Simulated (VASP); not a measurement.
Ag, 2 atoms in the cell. It takes space group P6_3/mmc (No. 194, hexagonal). The conventional cell has a = 3.026 Å, b = 3.026 Å, c = 4.883 Å, α = 90.00°, β = 90.00°, γ = 120.00°. Within 4.0 Å of Ag (site symmetry -6m2) lie 12 Ag at 3.00 to 3.03 Å. This isn't the form of Ag at room conditions, which is fcc.

```yaml
Program: VASP 6.6.1
Task: single point
Functional: BLYP
Potentials_or_basis: VASP PAW PBE potentials, release 64 (Ag)
Cutoff: 520 eV
k_mesh: 13 × 13 × 7
Occupations: fermi-dirac, width 0.1 eV
Spin: no spin polarisation
Dipole_correction: no
Further_INCAR_settings: ALGO = Normal; EDIFF = 1e-06; NBANDS = 18
```

Potentials or basis: VASP PAW PBE potentials, release 64 (Ag).

Launch:

```console
$ cat potpaw_PBE.64/Ag/POTCAR > POTCAR
$ mpirun -np 1 vasp_std > vasp.out
```

Hardware: 1 thread of Intel Xeon 8259CL (shared host).

Task: Estimate the wall time of this run.

Result: It took 76 s on 1 thread of Intel Xeon 8259CL, with other jobs on the host, peak memory 0.19 GiB. Counts: scf iterations 11, k points 84.
